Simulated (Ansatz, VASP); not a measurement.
# BaZrO3: VASP beside Ansatz

File POSCAR:

```
BaZrO3
1.0
    4.1815000000      0.0000000000      0.0000000000
    0.0000000000      4.1815000000      0.0000000000
    0.0000000000      0.0000000000      4.1815000000
Ba Zr O
1 1 3
Direct
    0.5000000000      0.4873172286      0.4873172286
    0.0000000000      0.0000000000      0.0000000000
    0.5000000000      0.0000000000      0.0000000000
    0.0000000000      0.5000000000      0.0000000000
    0.0000000000      0.0000000000      0.5000000000
```

Contents of INCAR.step1:

```
ALGO = Normal
EDIFF = 1E-4
ENCUT = 520
GGA = PE
ISMEAR = 0
LASPH = True
LCHARG = False
LREAL = False
LWAVE = True
NBANDS = 28
NELM = 60
PREC = Accurate
SIGMA = 0.05
```

Contents of INCAR.step2:

```
ALGO = Normal
EDIFF = 1E-6
ENCUT = 520
ISIF = 2
ISMEAR = 0
ISTART = 1
LASPH = True
LCHARG = False
LMIXTAU = True
LREAL = False
LWAVE = False
METAGGA = R2SCAN
NBANDS = 28
NELM = 60
PREC = Accurate
SIGMA = 0.05
```

The input KPOINTS:

```
k-points
0
Gamma
  6 6 6
```

Input for Ansatz:

```yaml
crystal:
  lattice:
    - [4.1815, 0.0, 0.0]
    - [0.0, 4.1815, 0.0]
    - [0.0, 0.0, 4.1815]
  atoms:
    - { symbol: Ba, position: [0.5, 0.4873172286, 0.4873172286] }
    - { symbol: Zr, position: [0.0, 0.0, 0.0] }
    - { symbol: O, position: [0.5, 0.0, 0.0] }
    - { symbol: O, position: [0.0, 0.5, 0.0] }
    - { symbol: O, position: [0.0, 0.0, 0.5] }
basis:
  ecutwfc: 500
kpoints:
  mp_grid: { grid: [6, 6, 6] }
hamiltonian:
  xc: r2scan
scf:
  occupations: { method: gaussian, width: 0.05 }
output:
  forces: true
  stress: true
  eigenvalues: true
```

Change from the starting cell: all Ba atoms moved +0.075 Å, as atom 1 towards its neighbour atom 3 (O) at 2.957 Å.

Alike in both runs: task single point; functional r2SCAN; k mesh 6 × 6 × 6; occupations gaussian, width 0.05 eV; no spin polarisation.

|  | VASP | Ansatz |
| --- | --- | --- |
| version | VASP 6.6.1 | Ansatz 0.2.0 |
| potentials or method | VASP PAW PBE potentials, release 64 (Ba_sv, Zr_sv, O), cutoff 520 eV | scalar-relativistic, plane waves, PAW |
| valence electrons in the cell | 40 | 40 |

```csv
,VASP,Ansatz,Ansatz less VASP
gap on the k mesh at the Fermi level (eV),3.72,3.77,+0.055
least direct gap on the mesh (eV),3.95,3.98,+0.026
pressure (GPa),4.1,3.0,-1.11
"traceless stress, the component that is largest in VASP (GPa)",0.12,0.11,-0.008
rms of the force components (eV/Å),0.116,0.110,-0.0066
```

VASP's potentials were made for PBE, not for r2SCAN. Atom by atom the forces differ by 0.010 eV/Å (rms over components).

Neither program's run includes spin-orbit coupling.
